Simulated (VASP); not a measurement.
# IrO2 (P4_2/mnm) in VASP: single point with PBE+U

Aim: the single point of IrO2 with PBE+U.

All numbers are computed with VASP 6.6.1; they aren't measurements. Logs are shortened: lines on timing, memory, paths and dates and some standing lists are left out, and cuts for length are marked.

**1. The cell of the first run**

It takes space group P4_2/mnm (No. 136, tetragonal). Conventional cell: a = 4.505 Å, b = 4.505 Å, c = 3.159 Å, α = 90.00°, β = 90.00°, γ = 90.00°. Ir (site symmetry mmm) has 6 O at 1.96 to 2.00 Å within 2.6 Å. Within 2.6 Å of O (site symmetry m2m) lie 3 Ir at 1.96 to 2.00 Å and 1 O at 2.45 Å.

**2. Single point, PBE+U, collinear spin**

The input, INCAR:

```
SYSTEM = IrO2
PREC = Accurate ; ENCUT = 700
EDIFF = 1E-6 ; ISMEAR = 0
SIGMA = 0.05 ; LREAL = .False.
LASPH = .True. ; NELM = 200
ALGO = Normal ; ISIF = 2
LWAVE = .False. ; LCHARG = .False.
ISPIN = 2 ; MAGMOM = 1.4 1.4 0 0 0 0
LORBIT = 11 ; LMAXMIX = 4
LDAU = .True. ; LDAUTYPE = 2
LDAUL = 2 -1 ; LDAUU = 3.2 0
LDAUJ = 0 0 ; LDAUPRINT = 1
GGA = PE ; NBANDS = 42
GGA_COMPAT = .False.
```

The input, KPOINTS:

```
regular mesh
0
Gamma
  5 5 7
  0 0 0
```

The input, POSCAR:

```
IrO2
1.0
    4.5051000000      0.0000000000      0.0000000000
    0.0000000000      4.5051000000      0.0000000000
    0.0000000000      0.0000000000      3.1586000000
Ir O
2 4
Direct
    0.0000000000      0.0000000000      0.0000000000
    0.5000000000      0.5000000000      0.5000000000
    0.3077000000      0.3077000000      0.0000000000
    0.1923000000      0.8077000000      0.5000000000
    0.6923000000      0.6923000000      0.0000000000
    0.8077000000      0.1923000000      0.5000000000
```

Potentials or basis: VASP PAW PBE potentials, release 64 (Ir_sv_GW, O).

The run is started by

```bash
cat potpaw_PBE.64/Ir_sv_GW/POTCAR potpaw_PBE.64/O/POTCAR > POTCAR
mpirun -np 1 vasp_std > vasp.out
```

OUTCAR:

```text
SYSTEM = IrO2
   PREC = Accurate
   ENCUT = 700
   EDIFF = 1E-6
   ISMEAR = 0
   LREAL = .False.
   LASPH = .True.
   NELM = 200
   ISIF = 2
   ISPIN = 2
   LORBIT = 11
   GGA = PE

 ion  position               nearest neighbor table
   1  0.000  0.000  0.000-   3 1.96   5 1.96   4 2.00   6 2.00   4 2.00   6 2.00
   2  0.500  0.500  0.500-   4 1.96   6 1.96   5 2.00   3 2.00   3 2.00   5 2.00
   3  0.308  0.308  0.000-   1 1.96   2 2.00   2 2.00
   4  0.192  0.808  0.500-   2 1.96   1 2.00   1 2.00
   5  0.692  0.692  0.000-   1 1.96   2 2.00   2 2.00
   6  0.808  0.192  0.500-   2 1.96   1 2.00   1 2.00

  LATTYP: Found a simple tetragonal cell.
 ALAT       =     4.5051000000
 C/A-ratio  =     0.7011165124

  Lattice vectors:

 A1 = (   4.5051000000,   0.0000000000,   0.0000000000)
 A2 = (   0.0000000000,   4.5051000000,   0.0000000000)
 A3 = (   0.0000000000,   0.0000000000,   3.1586000000)

Analysis of symmetry for initial positions (statically):
=====================================================================
 Subroutine PRICEL returns:
 Original cell was already a primitive cell.

 Routine SETGRP: Setting up the symmetry group for a
 simple tetragonal supercell.

 Subroutine GETGRP returns: Found 16 space group operations
 (whereof  8 operations were pure point group operations)
 out of a pool of 16 trial point group operations.

The static configuration has the point symmetry D_2h.
 The point group associated with its full space group is D_4h.

Analysis of symmetry for dynamics (positions and initial velocities):
=====================================================================
 Subroutine PRICEL returns:
 Original cell was already a primitive cell.

 Routine SETGRP: Setting up the symmetry group for a
 simple tetragonal supercell.

 Subroutine GETGRP returns: Found 16 space group operations
 (whereof  8 operations were pure point group operations)
 out of a pool of 16 trial point group operations.

The dynamic configuration has the point symmetry D_2h.
 The point group associated with its full space group is D_4h.

Analysis of structural, dynamic, and magnetic symmetry:
=====================================================================
 Subroutine PRICEL returns:
 Original cell was already a primitive cell.

 Routine SETGRP: Setting up the symmetry group for a
 simple tetragonal supercell.

 Subroutine GETGRP returns: Found 16 space group operations
 (whereof  8 operations were pure point group operations)
 out of a pool of 16 trial point group operations.

The overall configuration has the point symmetry D_2h.
 The point group associated with its full space group is D_4h.

 Subroutine INISYM returns: Found 16 space group operations
 (whereof  8 operations are pure point group operations),
 and found     1 'primitive' translations

----------------------------------------------------------------------------------------
[... 168 lines left out ...]
  o =  0.4001  v =  0.8170  0.0000 -0.5767 -0.0000  0.0000  0.0000  0.0000  0.0000  0.0000  0.0000      0.0000  0.0000  0.0000  0.0000  0.0000  0.0000  0.0000  0.0000  0.0000  0.0000
  o =  0.6183  v =  0.0000  0.0000  0.0000  0.0000  0.0000  0.0000 -0.0000 -0.0000  0.0000  1.0000      0.0000  0.0000  0.0000  0.0000  0.0000  0.0000  0.0000  0.0000  0.0000  0.0000
  o =  0.7689  v =  0.0000  0.0000  0.0000  0.0000  0.0000  0.0000 -0.7071  0.0000 -0.7071 -0.0000      0.0000  0.0000  0.0000  0.0000  0.0000  0.0000  0.0000  0.0000  0.0000  0.0000
  o =  0.8009  v =  0.0000  0.0000  0.0000  0.0000 -1.0000  0.0000  0.0000  0.0000  0.0000  0.0000      0.0000  0.0000  0.0000  0.0000  0.0000  0.0000  0.0000  0.0000  0.0000  0.0000
  o =  0.8180  v = -0.0000 -0.7071 -0.0000 -0.7071 -0.0000  0.0000  0.0000  0.0000  0.0000  0.0000      0.0000  0.0000  0.0000  0.0000  0.0000  0.0000  0.0000  0.0000  0.0000  0.0000
  o =  0.8664  v =  0.0000  0.0000  0.0000  0.0000  0.0000 -0.5819  0.0000 -0.8133  0.0000 -0.0000      0.0000  0.0000  0.0000  0.0000  0.0000  0.0000  0.0000  0.0000  0.0000  0.0000
  o =  0.8674  v = -0.5767  0.0000 -0.8170  0.0000 -0.0000  0.0000  0.0000  0.0000  0.0000  0.0000      0.0000  0.0000  0.0000  0.0000  0.0000  0.0000  0.0000  0.0000  0.0000  0.0000

atom =   2  type =  1  l = 2

 onsite density matrix

spin component  1

  0.5555  0.0000 -0.2201  0.0000  0.0000
  0.0000  0.5925  0.0000 -0.2255  0.0000
 -0.2201  0.0000  0.7120  0.0000  0.0000
  0.0000 -0.2255  0.0000  0.5925  0.0000
  0.0000  0.0000  0.0000  0.0000  0.8009

spin component  2

  0.5564  0.0000 -0.2218  0.0000  0.0000
  0.0000  0.5671  0.0000 -0.2017  0.0000
 -0.2218  0.0000  0.7077  0.0000  0.0000
  0.0000 -0.2017  0.0000  0.5671  0.0000
  0.0000  0.0000  0.0000  0.0000  0.6183

 occupancies and eigenvectors

  o =  0.3654  v =  0.0000  0.0000  0.0000  0.0000  0.0000 -0.0000  0.7071 -0.0000  0.7071 -0.0000      0.0000  0.0000  0.0000  0.0000  0.0000  0.0000  0.0000  0.0000  0.0000  0.0000
  o =  0.3670  v =  0.0000 -0.7071  0.0000 -0.7071 -0.0000  0.0000  0.0000  0.0000  0.0000  0.0000      0.0000  0.0000  0.0000  0.0000  0.0000  0.0000  0.0000  0.0000  0.0000  0.0000
  o =  0.3977  v =  0.0000  0.0000  0.0000  0.0000  0.0000  0.8133  0.0000  0.5819  0.0000 -0.0000      0.0000  0.0000  0.0000  0.0000  0.0000  0.0000  0.0000  0.0000  0.0000  0.0000
  o =  0.4001  v = -0.8170  0.0000 -0.5767  0.0000  0.0000  0.0000  0.0000  0.0000  0.0000  0.0000      0.0000  0.0000  0.0000  0.0000  0.0000  0.0000  0.0000  0.0000  0.0000  0.0000
  o =  0.6183  v =  0.0000  0.0000  0.0000  0.0000  0.0000 -0.0000  0.0000  0.0000 -0.0000 -1.0000      0.0000  0.0000  0.0000  0.0000  0.0000  0.0000  0.0000  0.0000  0.0000  0.0000
  o =  0.7689  v =  0.0000  0.0000  0.0000  0.0000  0.0000  0.0000  0.7071 -0.0000 -0.7071  0.0000      0.0000  0.0000  0.0000  0.0000  0.0000  0.0000  0.0000  0.0000  0.0000  0.0000
  o =  0.8009  v =  0.0000  0.0000 -0.0000  0.0000 -1.0000  0.0000  0.0000  0.0000  0.0000  0.0000      0.0000  0.0000  0.0000  0.0000  0.0000  0.0000  0.0000  0.0000  0.0000  0.0000
  o =  0.8180  v =  0.0000 -0.7071  0.0000  0.7071 -0.0000  0.0000  0.0000  0.0000  0.0000  0.0000      0.0000  0.0000  0.0000  0.0000  0.0000  0.0000  0.0000  0.0000  0.0000  0.0000
  o =  0.8664  v =  0.0000  0.0000  0.0000  0.0000  0.0000 -0.5819  0.0000  0.8133 -0.0000  0.0000      0.0000  0.0000  0.0000  0.0000  0.0000  0.0000  0.0000  0.0000  0.0000  0.0000
  o =  0.8674  v = -0.5767  0.0000  0.8170  0.0000 -0.0000  0.0000  0.0000  0.0000  0.0000  0.0000      0.0000  0.0000  0.0000  0.0000  0.0000  0.0000  0.0000  0.0000  0.0000  0.0000

 number of electron      58.0000002 magnetization       0.7951966

 Free energy of the ion-electron system (eV)
  ---------------------------------------------------
  ext. energy  EPLUGINS =         0.00000000
  ---------------------------------------------------
  free energy    TOTEN  =       -37.37500489 eV

  energy without entropy =      -37.37258309  energy(sigma->0) =      -37.37379399

 E-fermi :   6.9283     XC(G=0): -12.2247

 val. band max:        6.9075746126   @ k =   0.0000   0.0000   0.4286
 cond. band min:       6.9510780899   @ k =   0.4000   0.4000   0.0000
 fundamental gap:      0.0435034774
 Fermi energy:         6.9283454908

 spin component 1

 k-point     1 :       0.0000    0.0000    0.0000
  band No.  band energies     occupation
      1     -86.1570      1.00000
      2     -86.1554      1.00000
      3     -43.1370      1.00000
      4     -43.1370      1.00000
      5     -42.9448      1.00000
      6     -42.9295      1.00000
[... 1045 lines left out ...]
     40      19.0477      0.00000
     41      20.2505      0.00000
 Fermi energy:         6.9283454908

 spin component 2

 k-point     1 :       0.0000    0.0000    0.0000
  band No.  band energies     occupation
      1     -86.0232      1.00000
      2     -86.0216      1.00000
      3     -42.9163      1.00000
      4     -42.9163      1.00000
      5     -42.8523      1.00000
      6     -42.8370      1.00000
[... 1045 lines left out ...]
     40      19.1496      0.00000
     41      20.2904      0.00000
 [bands above 41 left out]

------------------------ aborting loop because EDIFF is reached ----------------------------------------

  FORCE on cell =-STRESS in cart. coord.  units (eV):
  Direction    XX          YY          ZZ          XY          YZ          ZX
  --------------------------------------------------------------------------------------
  -------------------------------------------------------------------------------------
  Total        2.2439445      2.2439445      2.6603939     -0.0000000      0.0000000      0.0000000
  in kB       56.0814438     56.0814438     66.4894939     -0.0000000      0.0000000      0.0000000
  external PRESSURE =      59.5507938 kB  Pullay stress =       0.0000000 kB

 VOLUME and BASIS-vectors are now :
 -----------------------------------------------------------------------------
  energy-cutoff  :      700.00
  volume of cell :       64.11
      direct lattice vectors                 reciprocal lattice vectors
     4.505100000  0.000000000  0.000000000     0.221970655  0.000000000  0.000000000
     0.000000000  4.505100000  0.000000000     0.000000000  0.221970655  0.000000000
     0.000000000  0.000000000  3.158600000     0.000000000  0.000000000  0.316595960

 POSITION                                       TOTAL-FORCE (eV/Angst)
 -----------------------------------------------------------------------------------
      0.00000      0.00000      0.00000        -0.000000      0.000000     -0.000000
      2.25255      2.25255      1.57930        -0.000000      0.000000     -0.000000
      1.38622      1.38622      0.00000        -0.013177     -0.013177      0.000000
      0.86633      3.63877      1.57930         0.013177     -0.013177      0.000000
      3.11888      3.11888      0.00000         0.013177      0.013177     -0.000000
      3.63877      0.86633      1.57930        -0.013177      0.013177     -0.000000
 -----------------------------------------------------------------------------------
    total drift:                                0.000000     -0.000000     -0.000000

  FREE ENERGIE OF THE ION-ELECTRON SYSTEM (eV)
  ---------------------------------------------------
  free  energy   TOTEN  =       -37.3750048936 eV

  energy  without entropy=      -37.3725830935  energy(sigma->0) =      -37.37379399

 total charge

# of ion       s       p       d       f       tot
--------------------------------------------------
    1        3.594   6.123   6.210   0.064  15.991
    2        3.594   6.123   6.210   0.064  15.991
    3        1.549   3.473   0.000   0.000   5.022
    4        1.549   3.473   0.000   0.000   5.022
    5        1.549   3.473   0.000   0.000   5.022
    6        1.549   3.473   0.000   0.000   5.022
--------------------------------------------------
tot         13.383  26.137  12.421   0.127  52.069

 magnetization (x)

# of ion       s       p       d       f       tot
--------------------------------------------------
    1        0.006   0.001   0.236   0.000   0.244
    2        0.006   0.001   0.236   0.000   0.244
    3        0.001   0.066   0.000   0.000   0.067
    4        0.001   0.066   0.000   0.000   0.067
    5        0.001   0.066   0.000   0.000   0.067
    6        0.001   0.066   0.000   0.000   0.067
--------------------------------------------------
tot          0.018   0.265   0.473   0.001   0.756
```

It took 2.8 min on 1 thread of Intel Xeon Platinum 8259CL at 2.50GHz (Skylake/Cascade Lake), shared host; peak memory 0.33 GiB.

What came out:

```
Free energy                                           : -37.3750 eV
Pressure                                              : 6.0 GPa
Largest force                                         : 0.019 eV/Å
Net moment                                            : 0.80 μB per cell
Site moments                                          : Ir +0.24; O +0.07 μB
Valence electrons inside the program's atomic spheres : Ir 15.99; O 5.02
```

Forces on the atoms (eV/Å):
```
Ir   0.000  0.000  0.000
Ir   0.000  0.000  0.000
O   -0.013 -0.013  0.000
O    0.013 -0.013  0.000
O    0.013  0.013  0.000
O   -0.013  0.013  0.000
```

Levels at points of the mesh, in eV from the Fermi level:
Spin up:
```tsv
k point	band 27	band 28	band 29	band 30	band 31	band 32
(0.00, 0.00, 0.00)	-2.66	-2.56	-2.08	0.90	1.43	4.55
```
Spin down:
```tsv
k point	band 25	band 26	band 27	band 28	band 29	band 30	band 31	band 32	band 33	band 34
(0.00, 0.00, 0.00)	-2.48	-2.48	-2.43	-2.07	-1.79	1.55	1.63	4.64	4.83	4.83
```

Eigenvalues of the final occupation matrices:
```
    site  spin  trace               eigenvalues
site 1 d     1   3.25  0.37 0.40 0.80 0.82 0.87
site 1 d     2   3.02  0.37 0.40 0.62 0.77 0.87
site 2 d     1   3.25  0.37 0.40 0.80 0.82 0.87
site 2 d     2   3.02  0.37 0.40 0.62 0.77 0.87
```

Caveat: the cell stands under pressure; a moment this small can come from the mesh or the smearing; spin-orbit coupling is left out, which moves the levels of the heavy elements.
